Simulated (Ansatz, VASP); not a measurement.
# Cd: VASP beside Ansatz

Contents of INCAR:

```
SYSTEM = Cd
AGGAC    = 1.0          
AGGAX    = 1.0          
ALDAC    = 0.0          
ALDAX    = 1.0          
ALGO     = Normal         ! electronic algorithm
EDIFF    = 1E-6           ! SCF threshold, eV
ENCUT    = 520            ! plane-wave cutoff, eV
GGA      = B5             ! functional
ISIF     = 2              ! what is computed and relaxed
ISMEAR   = -1             ! smearing method
LASPH    = .True.         ! aspherical terms in the spheres
LCHARG   = .False.        ! write CHGCAR
LREAL    = .False.        ! projectors in reciprocal space
LWAVE    = .False.        ! write WAVECAR
NBANDS   = 19             ! bands
NELM     = 100            ! most SCF steps
PREC     = Accurate       ! precision mode
SIGMA    = 0.1            ! smearing width, eV
```

Contents of KPOINTS:

```
k-points
0
Gamma
  19 19 8
  0 0 0
```

POSCAR

```
Cd
1.0
    3.1777629955      0.0000000000      0.0000000000
   -1.5888814977      2.7520234813      0.0000000000
    0.0000000000      0.0000000000      6.5868927870
Cd
2
Direct
    0.3333333333      0.6666666667      0.2500000000
    0.6666666667      0.3333333333      0.7500000000
```

Input for Ansatz:

```yaml
crystal:
  lattice:
    - [3.1777629955, 0.0, 0.0]
    - [-1.5888814977, 2.7520234813, 0.0]
    - [0.0, 0.0, 6.586892787]
  atoms:
    - { symbol: Cd, position: [0.3333333333, 0.6666666667, 0.25] }
    - { symbol: Cd, position: [0.6666666667, 0.3333333333, 0.75] }
hamiltonian:
  xc: blyp
  pseudopotentials:
    kind: paw
    azcp:
      Cd: "pseudopotentials/Cd.paw.azcp"
basis:
  ecutwfc: 420
  fft_grid_basis: typed
kpoints:
  mp_grid: { grid: [19, 19, 8], shift: [0, 0, 0] }
magnetization:
  spin_polarized: false
scf:
  occupations: { method: fermi_dirac, width: 0.1 }
output:
  stress: true
```

Alike in both runs: task single point; functional BLYP; k mesh 19 × 19 × 8; occupations fermi-dirac, width 0.1 eV; no spin polarisation.

|  | VASP | Ansatz |
| --- | --- | --- |
| version | VASP 6.6.1 | Ansatz 0.2.0 |
| potentials or method | VASP PAW PBE potentials, release 64 (Cd), cutoff 520 eV | plane waves (420 eV) with PAW, scalar-relativistic |
| valence electrons in the cell | 24 | 40 |

VASP gave:

- pressure (GPa): -1.0
- traceless stress, the component that is largest in VASP (GPa): 0.50

Estimate Ansatz's values.

pressure (GPa): -1.0; traceless stress, the component that is largest in VASP (GPa): 0.53.

VASP's potentials were made for PBE, not for BLYP. VASP's potentials hold 24 valence electrons a cell and Ansatz's 40, so a difference there can come from the potentials and not from the codes.
